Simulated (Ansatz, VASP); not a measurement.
CuRu in VASP and in Ansatz

```xyz
4
Lattice="0.0000 2.9767 2.9767 2.9767 0.0000 2.9767 2.9767 2.9767 0.0000" Properties=species:S:1:pos:R:3 pbc="T T T"
Cu    0.0000    0.0000    0.0000
Cu    1.4884    1.4884    1.4884
Ru    2.9767    2.9767    2.9767
Ru    4.4651    4.4651    4.4651
```

Alike in both runs: task relaxation of cell and atoms; functional PBE; k mesh 14 × 14 × 14; occupations gaussian, width 0.1 eV; no spin polarisation.

|  | VASP | Ansatz |
| --- | --- | --- |
| version | VASP 6.6.1 | Ansatz 0.2.0 |
| potentials or method | VASP PAW PBE potentials, release 64 (Cu, Ru_pv), cutoff 600 eV | scalar-relativistic, plane waves, PAW |
| valence electrons in the cell | 50 | 70 |

VASP gave:

| Quantity | Value |
| --- | --- |
| gap on the k mesh at the Fermi level, each at its own relaxed structure (eV) | none |
| relaxed volume (Å³/atom) | 13.18 |
| relaxed cell length with the largest relative difference (Å) | 4.208 |

What did Ansatz give for the same quantities?

gap on the k mesh at the Fermi level, each at its own relaxed structure (eV): none; relaxed volume (Å³/atom): 13.17; relaxed cell length with the largest relative difference (Å): 4.208.

A gap of «none» marks a metal or a gap that the smearing closes. VASP's potentials hold 50 valence electrons a cell and Ansatz's 70, so a difference there can come from the potentials and not from the codes.
